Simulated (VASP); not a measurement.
# CsH (Pm-3m) in VASP: further runs

Runs on CsH. Level: r2SCAN. Tasks: relaxation of cell and atoms.

All numbers are computed with VASP 6.6.1; they aren't measurements. Logs are shortened: lines on timing, memory, paths and dates and some standing lists are left out, and cuts for length are marked.

### Step 1. The cell of the first run

The structure is cubic, space group Pm-3m (No. 221). The conventional cell has a = 3.820 Å, b = 3.820 Å, c = 3.820 Å, α = 90.00°, β = 90.00°, γ = 90.00°. Within 4.4 Å of Cs (site symmetry m-3m) lie 8 H at 3.31 Å and 6 Cs at 3.82 Å. Within 4.4 Å of H (site symmetry m-3m) lie 8 Cs at 3.31 Å and 6 H at 3.82 Å.

### Step 2. Relaxation of cell and atoms, r2SCAN

File POSCAR:

```
CsH
1.0
    3.8200000000      0.0000000000      0.0000000000
    0.0000000000      3.8200000000      0.0000000000
    0.0000000000      0.0000000000      3.8200000000
Cs H
1 1
Direct
    0.0000000000      0.0000000000      0.0000000000
    0.5000000000      0.5000000000      0.5000000000
```

File INCAR.step1:

```
PREC = Accurate ; ENCUT = 600
ISMEAR = -1 ; SIGMA = 0.01
LREAL = F ; LASPH = T
NELM = 60 ; GGA = PE
ALGO = Normal ; EDIFF = 1E-4
LWAVE = T ; LCHARG = F
```

File INCAR.step2:

```
PREC = Accurate ; ENCUT = 600
EDIFF = 1E-7 ; ISMEAR = -1
SIGMA = 0.01 ; LREAL = F
LASPH = T ; NELM = 60
ALGO = Normal ; ISIF = 3
LWAVE = F ; LCHARG = F
METAGGA = R2SCAN ; LMIXTAU = T
IBRION = 2 ; NSW = 80
EDIFFG = -0.02 ; ISTART = 1
```

File KPOINTS:

```
regular mesh
0
Gamma
  4 4 4
```

Potentials or basis: VASP PAW PBE potentials, release 64 (Cs_sv, H).

The run is started by

```console
$ cat potpaw_PBE.64/Cs_sv/POTCAR potpaw_PBE.64/H/POTCAR > POTCAR
$ cp INCAR.step1 INCAR
$ mpirun -np 1 vasp_std > vasp.out
$ cp INCAR.step2 INCAR
$ mpirun -np 1 vasp_std > vasp.out
```

OUTCAR:

```text
PREC = Accurate
   ENCUT = 600
   EDIFF = 1E-7
   ISMEAR = -1
   LREAL = F
   LASPH = T
   NELM = 60
   ISIF = 3
   METAGGA = R2SCAN
   IBRION = 2
   NSW = 80
   EDIFFG = -0.02
   ISTART = 1

 ion  position               nearest neighbor table
   1  0.000  0.000  0.000-
   2  0.500  0.500  0.500-

  LATTYP: Found a simple cubic cell.
 ALAT       =     3.8200000000

  Lattice vectors:

 A1 = (   3.8200000000,   0.0000000000,   0.0000000000)
 A2 = (   0.0000000000,   3.8200000000,   0.0000000000)
 A3 = (   0.0000000000,   0.0000000000,   3.8200000000)

Analysis of symmetry for initial positions (statically):
=====================================================================
 Subroutine PRICEL returns:
 Original cell was already a primitive cell.

 Routine SETGRP: Setting up the symmetry group for a
 simple cubic supercell.

 Subroutine GETGRP returns: Found 48 space group operations
 (whereof 48 operations were pure point group operations)
 out of a pool of 48 trial point group operations.

The static configuration has the point symmetry O_h .

Analysis of symmetry for dynamics (positions and initial velocities):
=====================================================================
 Subroutine PRICEL returns:
 Original cell was already a primitive cell.

 Routine SETGRP: Setting up the symmetry group for a
 simple cubic supercell.

 Subroutine GETGRP returns: Found 48 space group operations
 (whereof 48 operations were pure point group operations)
 out of a pool of 48 trial point group operations.

The dynamic configuration has the point symmetry O_h .

 Subroutine INISYM returns: Found 48 space group operations
 (whereof 48 operations are pure point group operations),
 and found     1 'primitive' translations

----------------------------------------------------------------------------------------

                                     Primitive cell

  volume of cell :      55.7430

  direct lattice vectors                    reciprocal lattice vectors
     3.820000000  0.000000000  0.000000000     0.261780105  0.000000000  0.000000000
     0.000000000  3.820000000  0.000000000     0.000000000  0.261780105  0.000000000
     0.000000000  0.000000000  3.820000000     0.000000000  0.000000000  0.261780105

[... 70 lines left out ...]
   EDIFFG = -.2E-01   stopping-criterion for IOM
   NSW    =     80    number of steps for IOM
   IBRION =      2    ionic relax: 0-MD 1-quasi-New 2-CG
   NFREE  =      1    steps in history (QN), initial steepest desc. (CG)
   ISIF   =      3    stress and relaxation
   ISYM   =      2    0-nonsym 1-usesym 2-fastsym
   POTIM  = 0.5000    time-step for ionic-motion
   TEBEG  =    0.0;   TEEND  =   0.0 temperature during run
   PSTRESS=    0.0 pullay stress
   NELECT =      10.0000    total number of electrons
   NUPDOWN=      -1.0000    fix difference up-down
   EMIN   =  10.00;   EMAX   =-10.00  energy-range for DOS
   EFERMI =   0.00;   METHOD = LEGACY
   ISMEAR =    -1;   SIGMA  =   0.01  broadening in eV -4-tet -1-fermi 0-gaus
   EFERMI_NEDOS =   21; number of points for ismear=-14 and -15
   IALGO  =     38    algorithm
   IMIX   =      4    mixing-type and parameters
     AMIX     =   0.40;   BMIX     =  1.00
     AMIX_MAG =   1.60;   BMIX_MAG =  1.00
  volume/ion in A,a.u.               =      27.87       188.09
  Fermi-wavevector in a.u.,A,eV,Ry     =   0.923304  1.744792 11.598839  0.852491
  Thomas-Fermi vector in A             =   2.048926
   LORBIT       =      0    0 simple, 1 ext, 2 COOP (PROOUT), +10 PAW based schemes
   METAGGA = R2SCAN    functional components
   LHFCALC =     F    Hartree Fock is set to
   AEXX    =    0.0000 exact exchange contribution
   IVDW    =     0    specifies the selected vdW correction
   LEPSILON=     F    determine dielectric tensor
   LRPA    =     F    only Hartree local field effects (RPA)
 conjugate gradient relaxation of ions
 non-spin polarized calculation
  energy-cutoff  :      600.00
  volume of cell :       55.74
 maximum number of plane-waves:      1877
 NGX is ok and might be reduce to    32
   NGX = 15   NGY = 15   NGZ = 15

 number of electron      10.0000001 magnetization

 Free energy of the ion-electron system (eV)
  ---------------------------------------------------
  ext. energy  EPLUGINS =         0.00000000
  ---------------------------------------------------
  free energy    TOTEN  =       -28.95541810 eV

  energy without entropy =      -28.95541810  energy(sigma->0) =      -28.95541810

 E-fermi :   0.7072     XC(G=0):  -8.2672

 val. band max:        0.4732379144   @ k =   0.5000   0.5000   0.5000
 cond. band min:       3.6230029728   @ k =   0.5000   0.5000   0.5000
 fundamental gap:      3.1497650584
 Fermi energy:         0.7071967732

 k-point     1 :       0.0000    0.0000    0.0000
  band No.  band energies     occupation
      1     -22.0150      2.00000
      2      -7.7068      2.00000
      3      -7.7068      2.00000
      4      -7.7068      2.00000
      5      -1.4250      2.00000
      6       4.2776      0.00000
      7       4.2776      0.00000
      8       8.4370      0.00000
      9      10.4381      0.00000
[... 97 lines left out ...]
 k-point    10 :       0.5000    0.5000    0.5000
  band No.  band energies     occupation
      1     -21.5490      2.00000
      2      -8.6883      2.00000
      3      -8.6883      2.00000
      4      -8.6883      2.00000
      5       0.4732      2.00000
      6       3.6230      0.00000
      7       3.6230      0.00000
      8       3.6230      0.00000
      9      12.7041      0.00000

------------------------ aborting loop because EDIFF is reached ----------------------------------------

  FORCE on cell =-STRESS in cart. coord.  units (eV):
  Direction    XX          YY          ZZ          XY          YZ          ZX
  --------------------------------------------------------------------------------------
  -------------------------------------------------------------------------------------
  Total        0.0135960      0.0135960      0.0135960     -0.0000000     -0.0000000     -0.0000000
  in kB        0.3907798      0.3907798      0.3907798     -0.0000000     -0.0000000     -0.0000000
  external PRESSURE =       0.3907798 kB  Pullay stress =       0.0000000 kB

 VOLUME and BASIS-vectors are now :
 -----------------------------------------------------------------------------
  energy-cutoff  :      600.00
  volume of cell :       55.74
      direct lattice vectors                 reciprocal lattice vectors
     3.820000000  0.000000000  0.000000000     0.261780105  0.000000000  0.000000000
     0.000000000  3.820000000  0.000000000     0.000000000  0.261780105  0.000000000
     0.000000000  0.000000000  3.820000000     0.000000000  0.000000000  0.261780105

 POSITION                                       TOTAL-FORCE (eV/Angst)
 -----------------------------------------------------------------------------------
      0.00000      0.00000      0.00000         0.000000      0.000000      0.000000
      1.91000      1.91000      1.91000         0.000000      0.000000      0.000000
 -----------------------------------------------------------------------------------
    total drift:                               -0.000000      0.000000      0.000000

  FREE ENERGIE OF THE ION-ELECTRON SYSTEM (eV)
  ---------------------------------------------------
  free  energy   TOTEN  =       -28.9554181021 eV

  energy  without entropy=      -28.9554181021  energy(sigma->0) =      -28.95541810

 reached required accuracy - stopping structural energy minimisation
```

It took 39 s on 1 thread of Intel Xeon Platinum 8375C at 2.90GHz (Ice Lake), shared host; peak memory 0.19 GiB.

Results:

```yaml
Free_energy: -28.9554 eV
Pressure_after_relaxing: 0.0 GPa
Band_gap_on_the_k_mesh: 3.15 eV, direct
```

Final structure:
```
Cs H
1.0
     3.82000    0.00000    0.00000
     0.00000    3.82000    0.00000
     0.00000    0.00000    3.82000
Cs H
1 1
Direct
  0.00000 0.00000 0.00000
  0.50000 0.50000 0.50000
```

Levels at points of the mesh, in eV from the valence-band top:
```tsv
k point	band 2	band 3	band 4	band 5	band 6	band 7	band 8	band 9
(0.00, 0.00, 0.00)	-8.18	-8.18	-8.18	-1.90	3.80	3.80	7.96	9.96
(0.50, 0.00, 0.00)	-9.70	-8.03	-8.03	-0.25	3.20	4.59	6.59	6.59
(0.50, 0.50, 0.00)	-9.38	-9.38	-7.89	-1.22	4.99	6.84	7.41	7.41
(0.50, 0.50, 0.50)	-9.16	-9.16	-9.16	0.00	3.15	3.15	3.15	12.23
```

Caveat: the relaxation stopped at its first step, so nothing moved; the PAW data sets were made with another functional, which shifts forces and pressure a little; spin-orbit coupling is left out, which moves the levels of the heavy elements.

### Step 3. Relaxation of cell and atoms, r2SCAN, target pressure 15 GPa, at which the enthalpy is minimised

POSCAR is that of step 2.

File INCAR.step1:

```
ALGO = Normal
EDIFF = 1E-4
ENCUT = 600
GGA = PE
ISMEAR = -1
LASPH = True
LCHARG = False
LREAL = False
LWAVE = True
NELM = 100
PREC = Accurate
SIGMA = 0.01
```

File INCAR.step2:

```
ALGO = Normal
EDIFF = 1E-6
EDIFFG = -0.02
ENCUT = 600
IBRION = 2
ISIF = 3
ISMEAR = -1
ISTART = 1
LASPH = True
LCHARG = False
LMIXTAU = True
LREAL = False
LWAVE = False
METAGGA = R2SCAN
NELM = 100
NSW = 80
PREC = Accurate
PSTRESS = 150.0
SIGMA = 0.01
```

File KPOINTS:

```
k-points
0
Gamma
  4 4 4
```

Potentials or basis: VASP PAW PBE potentials, release 64 (Cs_sv, H).

The run is started by

```console
$ cat potpaw_PBE.64/Cs_sv/POTCAR potpaw_PBE.64/H/POTCAR > POTCAR
$ cp INCAR.step1 INCAR
$ mpirun -np 1 vasp_std > vasp.out
$ cp INCAR.step2 INCAR
$ mpirun -np 1 vasp_std > vasp.out
```

Run time: 76 s. Hardware: 1 thread of Intel Xeon Platinum 8375C at 2.90GHz (Ice Lake), shared host; peak memory 0.19 GiB.

The run converged. Its results:

```
Free energy                                            : -28.3716 eV
Relaxed volume                                         : 18.64 Å³/atom
Relaxed cell                                           : a = 3.340 Å, b = 3.340 Å, c = 3.340 Å, α = 90.00°, β = 90.00°, γ = 90.00°
Space group after relaxing (to 0.05 Å)                 : Pm-3m (No. 221)
Energy change on relaxing (the enthalpy is what falls) : +291.9 meV/atom
Ionic steps                                            : 2
Pressure after relaxing                                : 14.9 GPa
Band gap on the k mesh                                 : 2.29 eV, indirect (least direct gap 2.94 eV)
```

Step by step:
```tsv
step	energy change (eV)	largest force (eV/Å)	pressure (GPa)	volume (Å³)
1	0.0000	0.0000	0.04	55.74
2	0.5839	0.0000	14.85	37.27
```

Final structure:
```cif
data_structure
_symmetry_space_group_name_H-M 'P 1'
_symmetry_Int_Tables_number 1
_cell_length_a 3.3403
_cell_length_b 3.3403
_cell_length_c 3.3403
_cell_angle_alpha 90.000
_cell_angle_beta 90.000
_cell_angle_gamma 90.000
_cell_volume 37.27
loop_
_atom_site_label
_atom_site_type_symbol
_atom_site_fract_x
_atom_site_fract_y
_atom_site_fract_z
_atom_site_occupancy
Cs1 Cs 0.00000 0.00000 0.00000 1
H1 H 0.50000 0.50000 0.50000 1
```

Levels at points of the mesh, in eV from the valence-band top:
```tsv
k point	band 2	band 3	band 4	band 5	band 6	band 7	band 8	band 9
(0.00, 0.00, 0.00)	-7.45	-7.45	-7.45	-2.45	3.29	3.29	11.79	12.45
(0.50, 0.00, 0.00)	-11.12	-7.01	-7.01	0.00	4.05	4.46	7.18	7.18
(0.50, 0.50, 0.00)	-10.26	-10.26	-6.62	-2.69	5.82	8.18	8.66	8.70
(0.50, 0.50, 0.50)	-9.67	-9.67	-9.67	-0.65	2.29	2.29	2.29	16.24
```

Caveat: the cell is relaxed towards a set pressure, so the enthalpy falls and the energy may rise; the volume moved by over 15 % at a fixed basis, so the end points are rough; the PAW data sets were made with another functional, which shifts forces and pressure a little; spin-orbit coupling is left out, which moves the levels of the heavy elements. A k mesh can miss the band edges.
